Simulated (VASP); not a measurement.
Write the native input for VASP 6.6.1 that does the following.

```yaml
Task: single point
Functional: RPBE
Potentials_or_basis: VASP PAW PBE potentials, release 64 (Pd)
Cutoff: 520 eV
k_mesh: 11 × 11 × 11
Occupations: fermi-dirac, width 0.05 eV
Spin: collinear spin
Starting_moments: "[0.5, -0.5] μB"
Dipole_correction: no
Further_INCAR_settings: ALGO = Normal; EDIFF = 1e-06; NBANDS = 21
```

The structure of Pd lies in POSCAR:

```
Pd
1.0
    3.0358307522      0.0000000000      0.0000000000
    0.0000000000      3.0358307522      0.0000000000
    0.0000000000      0.0000000000      3.0358307522
Pd
2
Direct
    0.0000000000      0.0000000000      0.0000000000
    0.5000000000      0.5000000000      0.5000000000
```

This isn't the form of Pd at room conditions, which is fcc.

The input as run:

INCAR

```
SYSTEM = Pd
  PREC = Accurate
  ENCUT = 520
  EDIFF = 1E-6
  ISMEAR = -1
  SIGMA = 0.05
  LREAL = .False.
  LASPH = .True.
  NELM = 150
  ALGO = Normal
  ISIF = 2
  LWAVE = .False.
  LCHARG = .True.
  ISPIN = 2
  MAGMOM = 0.5 -0.5
  LORBIT = 11
  LMAXMIX = 4
  GGA = RP
  LELF = .True.
  LVHAR = .True.
  NBANDS = 21
```

KPOINTS

```
regular mesh
0
Gamma
  11 11 11
  0 0 0
```

Potentials or basis: VASP PAW PBE potentials, release 64 (Pd).

Run with:

```console
$ cat potpaw_PBE.64/Pd/POTCAR > POTCAR
$ mpirun -np 1 vasp_std > vasp.out
```

Results of the run:

```yaml
Pressure: 25.8 GPa
Band_gap_on_the_k_mesh: zero (filled and empty bands overlap)
Net_moment: 0.00 μB per cell
Valence_electrons_inside_the_program's_atomic_spheres: Pd 9.58
```

Caveat: the cell stands under pressure; the PAW data sets were made with another functional, which shifts forces and pressure a little.

Wall time 65 s on 1 thread of Intel Xeon 8259CL, with other jobs on the host, peak memory 0.17 GiB.
